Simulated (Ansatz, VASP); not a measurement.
# Ti: VASP beside Ansatz

INCAR

```
SYSTEM = Ti
PREC     = Accurate       ! precision mode
ENCUT    = 520            ! plane-wave cutoff, eV
EDIFF    = 1E-7           ! SCF threshold, eV
ISMEAR   = 0              ! smearing method
SIGMA    = 0.15           ! smearing width, eV
LREAL    = .False.        ! projectors in reciprocal space
LASPH    = .True.         ! aspherical terms in the spheres
NELM     = 60             ! most SCF steps
ALGO     = Fast           ! electronic algorithm
ISIF     = 2              ! what is computed and relaxed
LWAVE    = .False.        ! write WAVECAR
LCHARG   = .True.         ! write CHGCAR
GGA      = PS             ! functional
LELF     = .True.         ! ELF
LVHAR    = .True.       
NBANDS   = 12             ! bands
```

KPOINTS

```
Automatic mesh
0
Gamma
  26 26 26
  0 0 0
```

The input POSCAR:

```
Ti
1.0
   -1.5248602598      1.5248602598      1.6853718662
    1.5248602598     -1.5248602598      1.6853718662
    1.5248602598      1.5248602598     -1.6853718662
Ti
1
Direct
    0.0000000000      0.0000000000      0.0000000000
```

Input for Ansatz:

```yaml
crystal:
  lattice:
    - [-1.5248602598, 1.5248602598, 1.6853718662]
    - [1.5248602598, -1.5248602598, 1.6853718662]
    - [1.5248602598, 1.5248602598, -1.6853718662]
  atoms:
    - { symbol: Ti, position: [0.0, 0.0, 0.0] }
basis:
  ecutwfc: 420
kpoints:
  mp_grid: { grid: [26, 26, 26] }
hamiltonian:
  xc: pbesol
scf:
  occupations: { method: gaussian, width: 0.15 }
output:
  forces: true
  stress: true
  eigenvalues: true
```

Change from the starting cell: strain -0.050 along x and y, +0.050 along z, atoms carried along.

Alike in both runs: task single point; functional PBEsol; k mesh 26 × 26 × 26; occupations gaussian, width 0.15 eV; no spin polarisation.

|  | VASP | Ansatz |
| --- | --- | --- |
| version | VASP 6.6.1 | Ansatz 0.2.0 |
| potentials or method | VASP PAW PBE potentials, release 64 (Ti_sv), cutoff 520 eV | scalar-relativistic, plane waves, PAW |
| valence electrons in the cell | 12 | 12 |

Ansatz gave:

| Quantity | Value |
| --- | --- |
| gap on the k mesh at the Fermi level (eV) | none |
| pressure (GPa) | 7.0 |
| traceless stress, the component that is largest in VASP (GPa) | 0.87 |

**Question.** Estimate VASP's values.

**Answer.** gap on the k mesh at the Fermi level (eV): none; pressure (GPa): 6.6; traceless stress, the component that is largest in VASP (GPa): 0.88.

VASP's potentials were made for PBE, not for PBEsol. A gap of «none» marks a metal or a gap that the smearing closes.
